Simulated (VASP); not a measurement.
# BAs (F-43m) in VASP: single point with LDA

Aim: the single point of BAs with LDA.

Program: VASP 6.6.1. These are calculated values, not measurements. Logs are shortened: lines on timing, memory, paths and dates and some standing lists are left out, and cuts for length are marked.

## (1) The cell of the first run

The structure is cubic, space group F-43m (No. 216). The conventional cell has a = 4.630 Å, b = 4.630 Å, c = 4.630 Å, α = 90.00°, β = 90.00°, γ = 90.00°. B (site symmetry -43m) has 4 As at 2.00 Å within 2.7 Å. Within 2.7 Å of As (site symmetry -43m) lie 4 B at 2.00 Å.

## (2) Single point, LDA

File INCAR:

```
SYSTEM = BAs
  PREC = Accurate
  ENCUT = 560
  EDIFF = 1E-6
  ISMEAR = 0
  SIGMA = 0.01
  LREAL = .False.
  LASPH = .True.
  NELM = 120
  ALGO = Normal
  ISIF = 2
  LWAVE = .False.
  LCHARG = .False.
  NBANDS = 16
  GGA_COMPAT = .False.
```

File KPOINTS:

```
regular mesh
0
Gamma
  10 10 10
  0 0 0
```

File POSCAR:

```
BAs
1.0
    0.0000000000      2.3149752883      2.3149752883
    2.3149752883      0.0000000000      2.3149752883
    2.3149752883      2.3149752883      0.0000000000
B As
1 1
Direct
    0.0000000000      0.0000000000      0.0000000000
    0.7500000000      0.7500000000      0.7500000000
```

Potentials or basis: VASP PAW LDA potentials, release 64 (B, As_d).

Run with:

```console
$ cat potpaw_LDA.64/B/POTCAR potpaw_LDA.64/As_d/POTCAR > POTCAR
$ mpirun -np 1 vasp_std > vasp.out
```

OUTCAR:

```text
SYSTEM = BAs
   PREC = Accurate
   ENCUT = 560
   EDIFF = 1E-6
   ISMEAR = 0
   LREAL = .False.
   LASPH = .True.
   NELM = 120
   ISIF = 2

 ion  position               nearest neighbor table
   1  0.000  0.000  0.000-   2 2.00   2 2.00   2 2.00   2 2.00
   2  0.750  0.750  0.750-   1 2.00   1 2.00   1 2.00   1 2.00

  LATTYP: Found a face centered cubic cell.
 ALAT       =     4.6299505766

  Lattice vectors:

 A1 = (   0.0000000000,   2.3149752883,   2.3149752883)
 A2 = (   2.3149752883,   0.0000000000,   2.3149752883)
 A3 = (   2.3149752883,   2.3149752883,   0.0000000000)

Analysis of symmetry for initial positions (statically):
=====================================================================
 Subroutine PRICEL returns:
 Original cell was already a primitive cell.

 Routine SETGRP: Setting up the symmetry group for a
 face centered cubic supercell.

 Subroutine GETGRP returns: Found 24 space group operations
 (whereof 24 operations were pure point group operations)
 out of a pool of 48 trial point group operations.

The static configuration has the point symmetry T_d .

Analysis of symmetry for dynamics (positions and initial velocities):
=====================================================================
 Subroutine PRICEL returns:
 Original cell was already a primitive cell.

 Routine SETGRP: Setting up the symmetry group for a
 face centered cubic supercell.

 Subroutine GETGRP returns: Found 24 space group operations
 (whereof 24 operations were pure point group operations)
 out of a pool of 48 trial point group operations.

The dynamic configuration has the point symmetry T_d .

 Subroutine INISYM returns: Found 24 space group operations
 (whereof 24 operations are pure point group operations),
 and found     1 'primitive' translations

----------------------------------------------------------------------------------------

                                     Primitive cell

  volume of cell :      24.8124

  direct lattice vectors                    reciprocal lattice vectors
     0.000000000  2.314975288  2.314975288    -0.215985027  0.215985027  0.215985027
     2.314975288  0.000000000  2.314975288     0.215985027 -0.215985027  0.215985027
     2.314975288  2.314975288  0.000000000     0.215985027  0.215985027 -0.215985027

  length of vectors
     3.273869449  3.273869449  3.273869449     0.374097040  0.374097040  0.374097040

  position of ions in fractional coordinates (direct lattice)
     0.000000000  0.000000000  0.000000000
     0.750000000  0.750000000  0.750000000

  ion indices of the primitive-cell ions
   primitive index   ion index
                 1           1
                 2           2

----------------------------------------------------------------------------------------

 KPOINTS: regular mesh

Automatic generation of k-mesh.
 Grid dimensions read from file:
 generate k-points for:   10   10   10

 Generating k-lattice:

  Cartesian coordinates                     Fractional coordinates (reciprocal lattice)
    -0.021598503  0.021598503  0.021598503     0.100000000  0.000000000  0.000000000
     0.021598503 -0.021598503  0.021598503     0.000000000  0.100000000  0.000000000
     0.021598503  0.021598503 -0.021598503     0.000000000  0.000000000  0.100000000

  Length of vectors
     0.037409704  0.037409704  0.037409704

  Shift w.r.t. Gamma in fractional coordinates (k-lattice)
     0.000000000  0.000000000  0.000000000

 Subroutine IBZKPT returns following result:
 ===========================================

 Found     47 irreducible k-points:

 Following reciprocal coordinates:
            Coordinates               Weight
  0.000000  0.000000  0.000000      1.000000
  0.100000  0.000000  0.000000      8.000000
  0.200000  0.000000  0.000000      8.000000
  0.300000  0.000000  0.000000      8.000000
  0.400000  0.000000  0.000000      8.000000
  0.500000  0.000000  0.000000      4.000000
[... 16 lines left out ...]
  0.300000  0.300000  0.000000      6.000000
  0.400000  0.300000  0.000000     24.000000
 [... further k-points ...]
   k-points           NKPTS =     47   k-points in BZ     NKDIM =     47   number of bands    NBANDS=     16
   number of dos      NEDOS =    301   number of ions     NIONS =      2
   total plane-waves  NPLWV =  21952
   dimension x,y,z NGX =    28 NGY =   28 NGZ =   28
   dimension x,y,z NGXF=    56 NGYF=   56 NGZF=   56
   ions per type =               1   1
   NGX,Y,Z   is equivalent  to a cutoff of  14.22, 14.22, 14.22 a.u.
   NGXF,Y,Z  is equivalent  to a cutoff of  28.44, 28.44, 28.44 a.u.
 SYSTEM =  BAs
   PREC   = accura    normal or accurate (medium, high low for compatibility)
   ISTART =      0    job   : 0-new  1-cont  2-samecut
   ICHARG =      2    charge: 1-file 2-atom 10-const
   ISPIN  =      1    spin polarized calculation?
   LNONCOLLINEAR =      F non collinear calculations
   LSORBIT =      F    spin-orbit coupling
   LASPH  =      T    aspherical Exc in radial PAW
   ENCUT  =  560.0 eV  41.16 Ry    6.42 a.u.   6.32  6.32  6.32*2*pi/ulx,y,z
   NELM   =    120;   NELMIN=  2; NELMDL= -5     # of ELM steps
   EDIFF  = 0.1E-05   stopping-criterion for ELM
   LREAL  =      F    real-space projection
   EDIFFG = 0.1E-04   stopping-criterion for IOM
   NSW    =      0    number of steps for IOM
   IBRION =     -1    ionic relax: 0-MD 1-quasi-New 2-CG
   NFREE  =      0    steps in history (QN), initial steepest desc. (CG)
   ISIF   =      2    stress and relaxation
   ISYM   =      2    0-nonsym 1-usesym 2-fastsym
   POTIM  = 0.5000    time-step for ionic-motion
   TEBEG  =    0.0;   TEEND  =   0.0 temperature during run
   PSTRESS=    0.0 pullay stress
   NELECT =      18.0000    total number of electrons
   NUPDOWN=      -1.0000    fix difference up-down
   EMIN   =  10.00;   EMAX   =-10.00  energy-range for DOS
   EFERMI =   0.00;   METHOD = LEGACY
   ISMEAR =     0;   SIGMA  =   0.01  broadening in eV -4-tet -1-fermi 0-gaus
   EFERMI_NEDOS =   21; number of points for ismear=-14 and -15
   IALGO  =     38    algorithm
   IMIX   =      4    mixing-type and parameters
     AMIX     =   0.40;   BMIX     =  1.00
     AMIX_MAG =   1.60;   BMIX_MAG =  1.00
  volume/ion in A,a.u.               =      12.41        83.72
  Fermi-wavevector in a.u.,A,eV,Ry     =   1.470989  2.779765 29.440388  2.163807
  Thomas-Fermi vector in A             =   2.586179
   LORBIT       =      0    0 simple, 1 ext, 2 COOP (PROOUT), +10 PAW based schemes
   GGA     = CA    functional components
   LHFCALC =     F    Hartree Fock is set to
   AEXX    =    0.0000 exact exchange contribution
   IVDW    =     0    specifies the selected vdW correction
   LEPSILON=     F    determine dielectric tensor
   LRPA    =     F    only Hartree local field effects (RPA)
 non-spin polarized calculation
 Gauss-broadening in eV      SIGMA  =   0.01
  energy-cutoff  :      560.00
  volume of cell :       24.81
 maximum number of plane-waves:       763
 NGX is ok and might be reduce to    28
   NGX = 13   NGY = 13   NGZ = 13

 number of electron      17.9999997 magnetization

 Free energy of the ion-electron system (eV)
  ---------------------------------------------------
  ext. energy  EPLUGINS =         0.00000000
  ---------------------------------------------------
  free energy    TOTEN  =       -12.88321209 eV

  energy without entropy =      -12.88321209  energy(sigma->0) =      -12.88321209

 E-fermi :   5.8850     XC(G=0): -11.8947

 val. band max:        5.7745828546   @ k =   0.0000   0.0000   0.0000
 cond. band min:       6.8156215518   @ k =   0.4000   0.4000   0.0000
 fundamental gap:      1.0410386971
 Fermi energy:         5.8849818583

 k-point     1 :       0.0000    0.0000    0.0000
  band No.  band energies     occupation
      1     -30.2354      2.00000
      2     -30.2354      2.00000
      3     -30.2354      2.00000
      4     -30.2014      2.00000
      5     -30.2014      2.00000
      6     -10.4870      2.00000
[... 8 lines left out ...]
     15      19.4691      0.00000
     16      19.4691      0.00000

 k-point     2 :       0.1000    0.0000    0.0000
  band No.  band energies     occupation
      1     -30.2349      2.00000
      2     -30.2343      2.00000
      3     -30.2343      2.00000
      4     -30.2013      2.00000
      5     -30.2013      2.00000
      6     -10.3090      2.00000
[... 8 lines left out ...]
     15      18.1109      0.00000
     16      18.1109      0.00000

 k-point     3 :       0.2000    0.0000    0.0000
  band No.  band energies     occupation
      1     -30.2337      2.00000
      2     -30.2316      2.00000
      3     -30.2316      2.00000
      4     -30.2010      2.00000
      5     -30.2010      2.00000
      6      -9.7821      2.00000
[... 8 lines left out ...]
     15      17.3039      0.00000
     16      17.3884      0.00000

 k-point     4 :       0.3000    0.0000    0.0000
  band No.  band energies     occupation
      1     -30.2322      2.00000
      2     -30.2289      2.00000
      3     -30.2289      2.00000
      4     -30.2000      2.00000
      5     -30.2000      2.00000
      6      -8.9394      2.00000
[... 8 lines left out ...]
     15      17.8340      0.00000
     16      17.8340      0.00000
[... 324 lines left out ...]
 k-point    22 :      -0.2000    0.2000    0.0000
  band No.  band energies     occupation
      1     -30.2315      2.00000
      2     -30.2273      2.00000
      3     -30.2270      2.00000
      4     -30.2022      2.00000
      5     -30.1988      2.00000
      6      -8.6531      2.00000
[... 8 lines left out ...]
     15      18.9190      0.00000
     16      20.8581      0.00000

 k-point    23 :       0.3000    0.3000    0.0000
  band No.  band energies     occupation
      1     -30.2401      2.00000
      2     -30.2202      2.00000
      3     -30.2202      2.00000
      4     -30.2073      2.00000
      5     -30.1957      2.00000
      6      -8.4021      2.00000
[... 8 lines left out ...]
     15      21.7872      0.00000
     16      21.8203      0.00000

 k-point    24 :       0.4000    0.3000    0.0000
  band No.  band energies     occupation
      1     -30.2398      2.00000
      2     -30.2179      2.00000
      3     -30.2175      2.00000
      4     -30.2078      2.00000
      5     -30.1948      2.00000
      6      -7.5999      2.00000
[... 8 lines left out ...]
     15      22.6622      0.00000
     16      22.6911      0.00000

 [... further k-points ...]
[... 5 lines left out ...]
  --------------------------------------------------------------------------------------
  -------------------------------------------------------------------------------------
  Total        1.8736019      1.8736019      1.8736019     -0.0000000     -0.0000000     -0.0000000
  in kB      120.9814636    120.9814636    120.9814636     -0.0000000     -0.0000000     -0.0000000
  external PRESSURE =     120.9814636 kB  Pullay stress =       0.0000000 kB

 VOLUME and BASIS-vectors are now :
 -----------------------------------------------------------------------------
  energy-cutoff  :      560.00
  volume of cell :       24.81
      direct lattice vectors                 reciprocal lattice vectors
     0.000000000  2.314975288  2.314975288    -0.215985027  0.215985027  0.215985027
     2.314975288  0.000000000  2.314975288     0.215985027 -0.215985027  0.215985027
     2.314975288  2.314975288  0.000000000     0.215985027  0.215985027 -0.215985027

 POSITION                                       TOTAL-FORCE (eV/Angst)
 -----------------------------------------------------------------------------------
      0.00000      0.00000      0.00000        -0.000000     -0.000000     -0.000000
      3.47246      3.47246      3.47246         0.000000      0.000000      0.000000
 -----------------------------------------------------------------------------------
    total drift:                               -0.000000     -0.000000     -0.000000

  FREE ENERGIE OF THE ION-ELECTRON SYSTEM (eV)
  ---------------------------------------------------
  free  energy   TOTEN  =       -12.8832120898 eV

  energy  without entropy=      -12.8832120898  energy(sigma->0) =      -12.88321209
```

It took 9.2 s on 1 thread of Intel Xeon 6975P-C (Granite Rapids), shared host; peak memory 0.15 GiB.

What came out:

```yaml
Free_energy: -12.8832 eV
Pressure: 12.1 GPa
Band_gap_on_the_k_mesh: 1.04 eV (least direct gap 3.38 eV)
```

Caveat: the cell stands under pressure. A k mesh can miss the band edges.
